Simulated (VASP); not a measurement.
A run of VASP 6.6.1 is set up as follows.

Contents of INCAR:

```
PREC = Accurate
ENCUT = 520
EDIFF = 1E-7
ISMEAR = 0
SIGMA = 0.1
LREAL = F
LASPH = T
NELM = 60
ALGO = Normal
ISIF = 2
LWAVE = F
LCHARG = F
GGA = PE
NBANDS = 21
```

The input KPOINTS:

```
regular mesh
0
Gamma
  10 10 10
```

File POSCAR:

```
Si3Sn
1.0
    4.1962577408      0.0000000000      0.0000000000
    0.0000000000      4.1962577408      0.0000000000
    0.0000000000      0.0000000000      4.1962577408
Si Sn
3 1
Direct
    0.0000000000      0.5000000000      0.5000000000
    0.5000000000      0.0000000000      0.5000000000
    0.5000000000      0.5000000000      0.0000000000
    0.0000000000      0.0000000000      0.0000000000
```

Potentials or basis: VASP PAW PBE potentials, release 64 (Si, Sn_d).

Launch:

```console
$ cat potpaw_PBE.64/Si/POTCAR potpaw_PBE.64/Sn_d/POTCAR > POTCAR
$ mpirun -np 1 vasp_std > vasp.out
```

**Question.** What does it give for the pressure?

**Answer.** -0.1 GPa.

**Question.** What does it give for the band gap on the k mesh?

**Answer.** Zero (band 13 reaches 10.86 eV, above the bottom of band 14 at 8.00 eV).

Caveat: spin-orbit coupling is left out, which moves the levels of the heavy elements.
